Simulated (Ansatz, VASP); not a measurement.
# BN: VASP beside Ansatz

```xyz
4
Lattice="2.5440 0.0000 0.0000 -1.2720 2.2031 0.0000 0.0000 0.0000 4.2078" Properties=species:S:1:pos:R:3 pbc="T T T"
B     0.0000    1.4688    0.0009
B     1.2720    0.7344    2.1048
N     0.0000    1.4688    1.5771
N     1.2720    0.7344    3.6810
```

Alike in both runs: task single point; functional PBE-based screened hybrid; k mesh 6 × 6 × 4; no spin polarisation.

|  | VASP | Ansatz |
| --- | --- | --- |
| version | VASP 6.6.1 | Ansatz 0.2.0 |
| potentials or method | VASP PAW PBE potentials, release 64 (B, N) | plane waves |
| plane-wave cutoff (eV) | 520 | 420 |
| occupations | gaussian, width 0.01 eV | fixed |
| valence electrons in the cell | 16 | 16 |

VASP gave:

```
gap on the k mesh at the Fermi level (eV)                     : 5.62
pressure (GPa)                                                : 1.5
traceless stress, the component that is largest in VASP (GPa) : -0.29
rms of the force components (eV/Å)                            : 0.002
```

Q: Estimate Ansatz's values.

A: gap on the k mesh at the Fermi level (eV): 5.64; pressure (GPa): 1.1; traceless stress, the component that is largest in VASP (GPa): -0.26; rms of the force components (eV/Å): 0.003.

VASP's potentials were made for PBE, not for PBE-based screened hybrid. Atom by atom the forces differ by 0.001 eV/Å (rms over components). Ansatz's warnings: stress exchange threshold loose, stress scf threshold loose.

The k mesh is coarse, so the values compare programs but aren't converged.
